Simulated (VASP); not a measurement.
# AlN (P6_3/mmc) in VASP: further runs, part 2 of 2

VASP 6.6.1. The steps go on from the part before.

## Step 4: Single point, HSE06

File POSCAR:

```
AlN
1.0
    2.8328531146      0.0000000000      0.0000000000
   -1.4164265573      2.4533227624      0.0000000000
    0.0000000000      0.0000000000      4.8410108389
Al N
2 2
Direct
    0.0000000000      0.0000000000      0.0000000000
    0.0000000000      0.0000000000      0.5000000000
    0.3333333333      0.6666666667      0.2500000000
    0.6666666667      0.3333333333      0.7500000000
```

File INCAR.step1:

```
SYSTEM = AlN
PREC = Accurate
ENCUT = 520
EDIFF = 1E-5
ISMEAR = 0
SIGMA = 0.01
LREAL = .False.
LASPH = .True.
NELM = 60
ALGO = Normal
ISIF = 2
LWAVE = .True.
NBANDS = 16
GGA = PE
```

File INCAR.step2:

```
SYSTEM = AlN
PREC = Accurate
ENCUT = 520
EDIFF = 1E-6
ISMEAR = 0
SIGMA = 0.01
LREAL = .False.
LASPH = .True.
NELM = 60
ALGO = Normal
ISIF = 2
LWAVE = .False.
LCHARG = .True.
GGA = PE
LHFCALC = .True.
HFSCREEN = 0.2079
PRECFOCK = Normal
LELF = .True.
LVHAR = .True.
NBANDS = 16
ISTART = 1
```

File KPOINTS:

```
Automatic mesh
0
Gamma
  6 6 4
  0 0 0
```

Potentials or basis: VASP PAW PBE potentials, release 64 (Al, N).

Run with:

```
> cat potpaw_PBE.64/Al/POTCAR potpaw_PBE.64/N/POTCAR > POTCAR
> cp INCAR.step1 INCAR
> mpirun -np 1 vasp_std > vasp.out
> cp INCAR.step2 INCAR
> mpirun -np 1 vasp_std > vasp.out
```

OUTCAR:

```text
SYSTEM = AlN
   PREC = Accurate
   ENCUT = 520
   EDIFF = 1E-6
   ISMEAR = 0
   LREAL = .False.
   LASPH = .True.
   NELM = 60
   ISIF = 2
   GGA = PE
   LHFCALC = .True.
   HFSCREEN = 0.2079
   PRECFOCK = Normal
   ISTART = 1

 ion  position               nearest neighbor table
   1  0.000  0.000  0.000-   3 2.03   4 2.03   3 2.03   4 2.03   4 2.03   3 2.03   2 2.42   2 2.42

   2  0.000  0.000  0.500-   3 2.03   4 2.03   3 2.03   4 2.03   4 2.03   3 2.03   1 2.42   1 2.42

   3  0.333  0.667  0.250-   1 2.03   2 2.03   1 2.03   2 2.03   1 2.03   2 2.03
   4  0.667  0.333  0.750-   1 2.03   2 2.03   1 2.03   2 2.03   1 2.03   2 2.03

  LATTYP: Found a hexagonal cell.
 ALAT       =     2.8328531146
 C/A-ratio  =     1.7088816974

  Lattice vectors:

 A1 = (   2.8328531146,   0.0000000000,   0.0000000000)
 A2 = (  -1.4164265573,   2.4533227624,   0.0000000000)
 A3 = (   0.0000000000,   0.0000000000,   4.8410108389)

Analysis of symmetry for initial positions (statically):
=====================================================================
 Subroutine PRICEL returns:
 Original cell was already a primitive cell.

 Routine SETGRP: Setting up the symmetry group for a
 hexagonal supercell.

 Subroutine GETGRP returns: Found 24 space group operations
 (whereof 12 operations were pure point group operations)
 out of a pool of 24 trial point group operations.

The static configuration has the point symmetry D_3d.
 The point group associated with its full space group is D_6h.

Analysis of symmetry for dynamics (positions and initial velocities):
=====================================================================
 Subroutine PRICEL returns:
 Original cell was already a primitive cell.

 Routine SETGRP: Setting up the symmetry group for a
 hexagonal supercell.
[... 131 lines left out ...]
   GGA     = PE    functional components
   LHFCALC =     T    Hartree Fock is set to
   PRECFOCK=normal    Normal, Fast or Accurate (Low or Medium for compatibility)
   ENCUT4O =  -1.0   cutoff for four orbital integrals eV
   NKREDX  =     1    reduce k-point grid by
   NKREDY  =     1    reduce k-point grid by
   NKREDZ  =     1    reduce k-point grid by
   AEXX    =    0.2500 exact exchange contribution
   HFSCREEN=    0.2079 screening length (either q_TF or 0.3 A-1)
   HFSCREENC=   0.2079 screening length for correlation (either q_TF or 0.3 A-1)
   ENCUTFOCK=  -1.0 apply spherical cutoff to Coloumb kernel
   IVDW    =     0    specifies the selected vdW correction
   LEPSILON=     F    determine dielectric tensor
   LRPA    =     F    only Hartree local field effects (RPA)
 non-spin polarized calculation
 Gauss-broadening in eV      SIGMA  =   0.01
  energy-cutoff  :      520.00
  volume of cell :       33.64
 maximum number of plane-waves:       920
 NGX is ok and might be reduce to    24
  NGX = 16; NGY = 16; NGZ = 28

 number of electron      15.9999999 magnetization

 Free energy of the ion-electron system (eV)
  ---------------------------------------------------
  ext. energy  EPLUGINS =         0.00000000
  ---------------------------------------------------
  free energy    TOTEN  =       -33.57103682 eV

  energy without entropy =      -33.57103682  energy(sigma->0) =      -33.57103682

 E-fermi :   9.0458     XC(G=0):  -9.9740

 val. band max:        8.9452099049   @ k =   0.0000   0.0000   0.0000
 cond. band min:      15.3107579774   @ k =   0.5000   0.0000   0.2500
 fundamental gap:      6.3655480725
 Fermi energy:         9.0458085738

 k-point     1 :       0.0000    0.0000    0.0000
  band No.  band energies     occupation
      1     -10.2246      2.00000
      2      -7.1066      2.00000
      3      -0.3348      2.00000
      4       8.0263      2.00000
      5       8.0263      2.00000
      6       8.4021      2.00000
[... 376 lines left out ...]
      3       2.1440      2.00000
      4       2.1440      2.00000
      5       2.2692      2.00000
      6       2.2692      2.00000
[... 8 lines left out ...]
     15      23.1796      0.00000
     16      23.1796      0.00000

------------------------ aborting loop because EDIFF is reached ----------------------------------------

  FORCE on cell =-STRESS in cart. coord.  units (eV):
  Direction    XX          YY          ZZ          XY          YZ          ZX
  --------------------------------------------------------------------------------------
  -------------------------------------------------------------------------------------
  Total       -0.4046823     -0.4046823     -0.2401574      0.0000000      0.0000000     -0.0000000
  in kB      -19.2712562    -19.2712562    -11.4364615      0.0000000      0.0000000     -0.0000000
  external PRESSURE =     -16.6596580 kB  Pullay stress =       0.0000000 kB

 VOLUME and BASIS-vectors are now :
 -----------------------------------------------------------------------------
  energy-cutoff  :      520.00
  volume of cell :       33.64
      direct lattice vectors                 reciprocal lattice vectors
     2.832853115  0.000000000  0.000000000     0.353001006  0.203805226  0.000000000
    -1.416426557  2.453322762  0.000000000     0.000000000  0.407610452  0.000000000
     0.000000000  0.000000000  4.841010839     0.000000000  0.000000000  0.206568428

 POSITION                                       TOTAL-FORCE (eV/Angst)
 -----------------------------------------------------------------------------------
      0.00000      0.00000      0.00000         0.000000      0.000000      0.000000
      0.00000      0.00000      2.42051        -0.000000      0.000000      0.000000
     -0.00000      1.63555      1.21025        -0.000000      0.000000     -0.000000
      1.41643      0.81777      3.63076         0.000000     -0.000000      0.000000
 -----------------------------------------------------------------------------------
    total drift:                                0.000000     -0.000000     -0.000000

  FREE ENERGIE OF THE ION-ELECTRON SYSTEM (eV)
  ---------------------------------------------------
  free  energy   TOTEN  =       -33.5710368248 eV

  energy  without entropy=      -33.5710368248  energy(sigma->0) =      -33.57103682
```

OUTCAR.step1:

```text
SYSTEM = AlN
   PREC = Accurate
   ENCUT = 520
   EDIFF = 1E-5
   ISMEAR = 0
   LREAL = .False.
   LASPH = .True.
   NELM = 60
[... 626 lines left out ...]
      0.00000      0.00000      2.42051         0.000000      0.000000      0.000000
     -0.00000      1.63555      1.21025        -0.000000      0.000000     -0.000000
      1.41643      0.81777      3.63076         0.000000     -0.000000     -0.000000
 -----------------------------------------------------------------------------------
    total drift:                               -0.000000      0.000000     -0.000000

  FREE ENERGIE OF THE ION-ELECTRON SYSTEM (eV)
  ---------------------------------------------------
  free  energy   TOTEN  =       -28.4362337910 eV

  energy  without entropy=      -28.4362337910  energy(sigma->0) =      -28.43623379
```

OSZICAR.step1:

```text
N       E                     dE             d eps       ncg     rms          rms(c)
DAV:   1     0.389063495884E+02    0.38906E+02   -0.74237E+03   688   0.897E+02
DAV:   2    -0.289345001589E+02   -0.67841E+02   -0.63065E+02   968   0.192E+02
DAV:   3    -0.316810940979E+02   -0.27466E+01   -0.27375E+01   832   0.393E+01
DAV:   4    -0.316956020521E+02   -0.14508E-01   -0.14507E-01   848   0.315E+00
DAV:   5    -0.316957659175E+02   -0.16387E-03   -0.16386E-03   808   0.341E-01    0.105E+01
DAV:   6    -0.284543908021E+02    0.32414E+01   -0.63848E+00   824   0.194E+01    0.365E+00
DAV:   7    -0.284495251109E+02    0.48657E-02   -0.49161E-01   776   0.529E+00    0.262E+00
DAV:   8    -0.284394832572E+02    0.10042E-01   -0.40649E-02   752   0.179E+00    0.579E-01
DAV:   9    -0.284360781194E+02    0.34051E-02   -0.63128E-03   848   0.667E-01    0.216E-01
DAV:  10    -0.284363102622E+02   -0.23214E-03   -0.13288E-03   824   0.251E-01    0.126E-01
DAV:  11    -0.284362337894E+02    0.76473E-04   -0.16752E-04   840   0.101E-01    0.219E-02
DAV:  12    -0.284362337910E+02   -0.16255E-08   -0.76747E-06   448   0.231E-02
   1 F= -.28436234E+02 E0= -.28436234E+02  d E =-.764366E-12
```

It took 9.9 min on 1 thread of Intel Xeon Platinum 8488C (Sapphire Rapids), shared host; peak memory 0.25 GiB.

What came out:

```
Free energy            : -33.5710 eV
Pressure               : -1.7 GPa
Band gap on the k mesh : 6.37 eV, indirect (least direct gap 6.68 eV)
```

Caveat: the k points lie up to 0.43 Å⁻¹ apart; the PAW data sets were made with another functional, which shifts forces and pressure a little.

## Step 5: The runs side by side

```csv
level,k mesh,grid for exact exchange (PRECFOCK),screening parameter,gap on the mesh (eV),pressure (GPa)
PBE,9 × 9 × 4,-,-,5.09,6.0
r2SCAN,9 × 9 × 4,-,-,5.88,-0.8
HSE06,6 × 6 × 4,Normal,0.2079 1/Å,6.37,-1.7
```

Alike in all rows: task single point; potentials or basis VASP PAW PBE potentials, release 64 (Al, N); no spin polarisation; cell as given; cutoff (eV) 520; smearing gaussian 0.01 eV.

Caveats: some runs use coarse meshes; the PAW data sets were made with another functional, which shifts forces and pressure a little (some runs).

Total energies depend on the potentials used, so only differences within one code and one set of settings carry meaning.
